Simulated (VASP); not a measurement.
# Bi2Te3 (R-3m) in VASP: single point with LDA

Aim: the single point of Bi2Te3 with LDA.

All numbers are computed with VASP 6.6.1; they aren't measurements. Logs are shortened: lines on timing, memory, paths and dates and some standing lists are left out, and cuts for length are marked.

**Measured values to compare with.**

From “Vacancy and Antisite-Induced Ferromagnetism in Liquid-Phase Exfoliated Bi2Te3”, 2024, arxiv:2412.10539, for a bulk crystal of Bi2Te3: band gap 0.17 eV.

How close the calculation comes is told below.

## 1. The cell of the first run

The structure is trigonal, space group R-3m (No. 166). Conventional cell: a = 4.353 Å, b = 4.353 Å, c = 29.872 Å, α = 90.00°, β = 90.00°, γ = 120.00°. Within 4.0 Å of Bi (site symmetry 3m) lie 6 Te at 3.04 to 3.21 Å. Te (site symmetry -3m) has 6 Bi at 3.21 Å and 12 Te at 4.35 to 4.48 Å within 4.5 Å. Te (site symmetry 3m) has 3 Bi at 3.04 Å and 3 Te at 3.57 Å within 4.0 Å.

## 2. Single point, LDA

INCAR

```
PREC = Accurate ; ENCUT = 520
EDIFF = 1E-6 ; ISMEAR = 0
SIGMA = 0.05 ; LREAL = F
LASPH = T ; NELM = 60
ALGO = Normal ; ISIF = 2
LWAVE = F ; LCHARG = T
GGA = CA ; LELF = T
LVHAR = T ; NBANDS = 32
```

KPOINTS

```
regular mesh
0
Gamma
  9 9 9
```

POSCAR

```
Bi2Te3
1.0
    2.1766521583      1.2566907095      9.9574389176
   -2.1766521583      1.2566907095      9.9574389176
    0.0000000000     -2.5133814191      9.9574389176
Bi Te
2 3
Direct
    0.4002543414      0.4002543414      0.4002543414
    0.5997456586      0.5997456586      0.5997456586
    0.0000000000      0.0000000000      0.0000000000
    0.2089912512      0.2089912512      0.2089912512
    0.7910087488      0.7910087488      0.7910087488
```

Potentials or basis: VASP PAW LDA potentials, release 64 (Bi_d, Te).

Started as:

```
> cat potpaw_LDA.64/Bi_d/POTCAR potpaw_LDA.64/Te/POTCAR > POTCAR
> mpirun -np 1 vasp_std > vasp.out
```

OUTCAR:

```text
PREC = Accurate
   ENCUT = 520
   EDIFF = 1E-6
   ISMEAR = 0
   LREAL = F
   LASPH = T
   NELM = 60
   ISIF = 2
   GGA = CA

 ion  position               nearest neighbor table
   1  0.400  0.400  0.400-   5 3.04   5 3.04   5 3.04   3 3.21   3 3.21   3 3.21
   2  0.600  0.600  0.600-   4 3.04   4 3.04   4 3.04   3 3.21   3 3.21   3 3.21
   3  0.000  0.000  0.000-   2 3.21   1 3.21   2 3.21   2 3.21   1 3.21   1 3.21
   4  0.209  0.209  0.209-   2 3.04   2 3.04   2 3.04   5 3.57   5 3.57   5 3.57
   5  0.791  0.791  0.791-   1 3.04   1 3.04   1 3.04   4 3.57   4 3.57   4 3.57

  LATTYP: Found a trigonal (rhomboedric) cell.
 ALAT       =    10.2697456617
 COS(alpha) =     0.9101560819

  Lattice vectors:

 A1 = (   2.1766521583,   1.2566907095,   9.9574389176)
 A2 = (  -2.1766521583,   1.2566907095,   9.9574389176)
 A3 = (   0.0000000000,  -2.5133814191,   9.9574389176)

Analysis of symmetry for initial positions (statically):
=====================================================================
 Subroutine PRICEL returns:
 Original cell was already a primitive cell.

 Routine SETGRP: Setting up the symmetry group for a
 trigonal (rhombohedral) supercell.

 Subroutine GETGRP returns: Found 12 space group operations
 (whereof 12 operations were pure point group operations)
 out of a pool of 12 trial point group operations.

The static configuration has the point symmetry D_3d.

Analysis of symmetry for dynamics (positions and initial velocities):
=====================================================================
 Subroutine PRICEL returns:
 Original cell was already a primitive cell.

 Routine SETGRP: Setting up the symmetry group for a
 trigonal (rhombohedral) supercell.

 Subroutine GETGRP returns: Found 12 space group operations
 (whereof 12 operations were pure point group operations)
 out of a pool of 12 trial point group operations.

The dynamic configuration has the point symmetry D_3d.

 Subroutine INISYM returns: Found 12 space group operations
 (whereof 12 operations are pure point group operations),
 and found     1 'primitive' translations

----------------------------------------------------------------------------------------

                                     Primitive cell

  volume of cell :     163.4242

  direct lattice vectors                    reciprocal lattice vectors
     2.176652158  1.256690709  9.957438918     0.229710566  0.132623457  0.033475810
    -2.176652158  1.256690709  9.957438918    -0.229710566  0.132623457  0.033475810
     0.000000000 -2.513381419  9.957438918     0.000000000 -0.265246915  0.033475810

  length of vectors
    10.269745662 10.269745662 10.269745662     0.267350997  0.267350997  0.267350997

  position of ions in fractional coordinates (direct lattice)
     0.400254341  0.400254341  0.400254341
     0.599745659  0.599745659  0.599745659
     0.000000000  0.000000000  0.000000000
     0.208991251  0.208991251  0.208991251
     0.791008749  0.791008749  0.791008749

  ion indices of the primitive-cell ions
   primitive index   ion index
                 1           1
                 2           2
                 3           3
                 4           4
                 5           5

----------------------------------------------------------------------------------------

 KPOINTS: regular mesh

Automatic generation of k-mesh.
 Grid dimensions read from file:
 generate k-points for:    9    9    9

 Generating k-lattice:

  Cartesian coordinates                     Fractional coordinates (reciprocal lattice)
     0.025523396  0.014735940  0.003719534     0.111111111 -0.000000000  0.000000000
    -0.025523396  0.014735940  0.003719534    -0.000000000  0.111111111  0.000000000
     0.000000000 -0.029471879  0.003719534     0.000000000  0.000000000  0.111111111

  Length of vectors
     0.029705666  0.029705666  0.029705666

  Shift w.r.t. Gamma in fractional coordinates (k-lattice)
     0.000000000  0.000000000  0.000000000

 Subroutine IBZKPT returns following result:
 ===========================================

 Found     85 irreducible k-points:

 Following reciprocal coordinates:
            Coordinates               Weight
  0.000000  0.000000  0.000000      1.000000
  0.111111  0.000000  0.000000      6.000000
  0.222222 -0.000000  0.000000      6.000000
  0.333333  0.000000  0.000000      6.000000
  0.444444 -0.000000  0.000000      6.000000
  0.111111  0.111111  0.000000      6.000000
[... 16 lines left out ...]
 -0.333333  0.333333  0.000000      6.000000
  0.444444  0.444444  0.000000      6.000000
 [... further k-points ...]
   k-points           NKPTS =     85   k-points in BZ     NKDIM =     85   number of bands    NBANDS=     32
   number of dos      NEDOS =    301   number of ions     NIONS =      5
   total plane-waves  NPLWV = 512000
   dimension x,y,z NGX =    80 NGY =   80 NGZ =   80
   dimension x,y,z NGXF=   160 NGYF=  160 NGZF=  160
   ions per type =               2   3
   NGX,Y,Z   is equivalent  to a cutoff of  12.95, 12.95, 12.95 a.u.
   NGXF,Y,Z  is equivalent  to a cutoff of  25.90, 25.90, 25.90 a.u.
 SYSTEM =  unknown system
   PREC   = accura    normal or accurate (medium, high low for compatibility)
   ISTART =      0    job   : 0-new  1-cont  2-samecut
   ICHARG =      2    charge: 1-file 2-atom 10-const
   ISPIN  =      1    spin polarized calculation?
   LNONCOLLINEAR =      F non collinear calculations
   LSORBIT =      F    spin-orbit coupling
   LASPH  =      T    aspherical Exc in radial PAW
   ENCUT  =  520.0 eV  38.22 Ry    6.18 a.u.  19.09 19.09 19.09*2*pi/ulx,y,z
   NELM   =     60;   NELMIN=  2; NELMDL= -5     # of ELM steps
   EDIFF  = 0.1E-05   stopping-criterion for ELM
   LREAL  =      F    real-space projection
   EDIFFG = 0.1E-04   stopping-criterion for IOM
   NSW    =      0    number of steps for IOM
   IBRION =     -1    ionic relax: 0-MD 1-quasi-New 2-CG
   NFREE  =      0    steps in history (QN), initial steepest desc. (CG)
   ISIF   =      2    stress and relaxation
   ISYM   =      2    0-nonsym 1-usesym 2-fastsym
   POTIM  = 0.5000    time-step for ionic-motion
   TEBEG  =    0.0;   TEEND  =   0.0 temperature during run
   PSTRESS=    0.0 pullay stress
   NELECT =      48.0000    total number of electrons
   NUPDOWN=      -1.0000    fix difference up-down
   EMIN   =  10.00;   EMAX   =-10.00  energy-range for DOS
   EFERMI =   0.00;   METHOD = LEGACY
   ISMEAR =     0;   SIGMA  =   0.05  broadening in eV -4-tet -1-fermi 0-gaus
   EFERMI_NEDOS =   21; number of points for ismear=-14 and -15
   IALGO  =     38    algorithm
   IMIX   =      4    mixing-type and parameters
     AMIX     =   0.40;   BMIX     =  1.00
     AMIX_MAG =   1.60;   BMIX_MAG =  1.00
  volume/ion in A,a.u.               =      32.68       220.57
  Fermi-wavevector in a.u.,A,eV,Ry     =   1.088219  2.056436 16.112311  1.184221
  Thomas-Fermi vector in A             =   2.224396
   LORBIT       =      0    0 simple, 1 ext, 2 COOP (PROOUT), +10 PAW based schemes
   GGA     = CA    functional components
   LHFCALC =     F    Hartree Fock is set to
   AEXX    =    0.0000 exact exchange contribution
   IVDW    =     0    specifies the selected vdW correction
   LEPSILON=     F    determine dielectric tensor
   LRPA    =     F    only Hartree local field effects (RPA)
 non-spin polarized calculation
 Gauss-broadening in eV      SIGMA  =   0.05
  energy-cutoff  :      520.00
  volume of cell :      163.42
 maximum number of plane-waves:      4421
 NGX is ok and might be reduce to    80
   NGX = 39   NGY = 39   NGZ = 39

 number of electron      48.0000002 magnetization

 Free energy of the ion-electron system (eV)
  ---------------------------------------------------
  ext. energy  EPLUGINS =         0.00000000
  ---------------------------------------------------
  free energy    TOTEN  =       -21.60634447 eV

  energy without entropy =      -21.60633216  energy(sigma->0) =      -21.60633831

 E-fermi :   6.5759     XC(G=0):  -9.7372

 val. band max:        6.5081149883   @ k =   0.0000   0.0000   0.0000
 cond. band min:       6.6437001549   @ k =   0.0000   0.0000   0.0000
 fundamental gap:      0.1355851666
 Fermi energy:         6.5759075864

 k-point     1 :       0.0000    0.0000    0.0000
  band No.  band energies     occupation
      1     -16.6812      2.00000
      2     -16.6812      2.00000
      3     -16.6793      2.00000
      4     -16.6793      2.00000
      5     -16.6670      2.00000
      6     -16.6654      2.00000
[... 24 lines left out ...]
     31      11.2356      0.00000
     32      11.6676      0.00000

 k-point     2 :       0.1111    0.0000    0.0000
  band No.  band energies     occupation
      1     -16.6826      2.00000
      2     -16.6805      2.00000
      3     -16.6801      2.00000
      4     -16.6782      2.00000
      5     -16.6661      2.00000
      6     -16.6647      2.00000
[... 24 lines left out ...]
     31      10.8690      0.00000
     32      11.2886      0.00000

 k-point     3 :       0.2222   -0.0000    0.0000
  band No.  band energies     occupation
      1     -16.6865      2.00000
      2     -16.6838      2.00000
      3     -16.6780      2.00000
      4     -16.6760      2.00000
      5     -16.6661      2.00000
      6     -16.6636      2.00000
[... 24 lines left out ...]
     31      10.2248      0.00000
     32      11.5785      0.00000

 k-point     4 :       0.3333    0.0000    0.0000
  band No.  band energies     occupation
      1     -16.6911      2.00000
      2     -16.6878      2.00000
      3     -16.6768      2.00000
      4     -16.6741      2.00000
      5     -16.6677      2.00000
      6     -16.6651      2.00000
[... 654 lines left out ...]
     31      11.0874      0.00000
     32      12.3404      0.00000

 k-point    23 :      -0.3333    0.3333    0.0000
  band No.  band energies     occupation
      1     -16.6860      2.00000
      2     -16.6860      2.00000
      3     -16.6846      2.00000
      4     -16.6785      2.00000
      5     -16.6600      2.00000
      6     -16.6600      2.00000
[... 24 lines left out ...]
     31      11.8135      0.00000
     32      12.2816      0.00000

 k-point    24 :       0.4444    0.4444    0.0000
  band No.  band energies     occupation
      1     -16.6941      2.00000
      2     -16.6905      2.00000
      3     -16.6766      2.00000
      4     -16.6733      2.00000
      5     -16.6688      2.00000
      6     -16.6661      2.00000
[... 24 lines left out ...]
     31      11.4842      0.00000
     32      12.0929      0.00000

 [... further k-points ...]

------------------------ aborting loop because EDIFF is reached ----------------------------------------

  FORCE on cell =-STRESS in cart. coord.  units (eV):
  Direction    XX          YY          ZZ          XY          YZ          ZX
  --------------------------------------------------------------------------------------
  -------------------------------------------------------------------------------------
  Total        0.1227794      0.1227794      0.1342484      0.0000000     -0.0000000      0.0000000
  in kB        1.2037038      1.2037038      1.3161435      0.0000000     -0.0000000      0.0000000
  external PRESSURE =       1.2411837 kB  Pullay stress =       0.0000000 kB

 VOLUME and BASIS-vectors are now :
 -----------------------------------------------------------------------------
  energy-cutoff  :      520.00
  volume of cell :      163.42
      direct lattice vectors                 reciprocal lattice vectors
     2.176652158  1.256690709  9.957438918     0.229710566  0.132623457  0.033475810
    -2.176652158  1.256690709  9.957438918    -0.229710566  0.132623457  0.033475810
     0.000000000 -2.513381419  9.957438918     0.000000000 -0.265246915  0.033475810

 POSITION                                       TOTAL-FORCE (eV/Angst)
 -----------------------------------------------------------------------------------
      0.00000     -0.00000     11.95652         0.000000      0.000000     -0.019479
      0.00000     -0.00000     17.91579         0.000000     -0.000000      0.019479
      0.00000      0.00000      0.00000         0.000000      0.000000      0.000000
      0.00000     -0.00000      6.24305         0.000000      0.000000     -0.034864
      0.00000     -0.00000     23.62926         0.000000     -0.000000      0.034864
 -----------------------------------------------------------------------------------
    total drift:                               -0.000000     -0.000000     -0.000000

  FREE ENERGIE OF THE ION-ELECTRON SYSTEM (eV)
  ---------------------------------------------------
  free  energy   TOTEN  =       -21.6063444672 eV

  energy  without entropy=      -21.6063321554  energy(sigma->0) =      -21.60633831
```

Run time: 58 min. Hardware: 1 thread of AMD EPYC 7R43 (Zen 3), shared host; peak memory 0.87 GiB.

Results:

* Free energy: -21.6063 eV
* Pressure: 0.1 GPa
* Largest force: 0.035 eV/Å
* Band gap on the k mesh: 0.14 eV

Forces in eV/Å, atoms in the order of the input:
```
Bi   0.000  0.000 -0.019
Bi   0.000  0.000  0.019
Te   0.000  0.000  0.000
Te   0.000  0.000 -0.035
Te   0.000  0.000  0.035
```

Levels at points of the mesh, in eV from the valence-band top:
| k point | band 22 | band 23 | band 24 | band 25 | band 26 | band 27 |
| --- | --- | --- | --- | --- | --- | --- |
| (0.00, 0.00, 0.00) | -0.96 | -0.96 | 0.00 | 0.14 | 0.51 | 0.51 |

Caveat: spin-orbit coupling is left out, which moves the levels of the heavy elements; an odd mesh through Γ misses points on the zone boundary, where band edges can lie.

## 3. How close it comes

Step 2. Against the measured gap of Bi2Te3, 0.17 eV (quoted in “Vacancy and Antisite-Induced Ferromagnetism in Liquid-Phase Exfoliated Bi2Te3”, 2024, arxiv:2412.10539), the calculated 0.14 eV is off by -0.03 eV. Spin-orbit coupling on Bi, Te is left out. The value is that of LDA on a finite k mesh, which can miss the band edges, without temperature or zero-point motion. Semilocal functionals fall short of measured gaps as a rule.
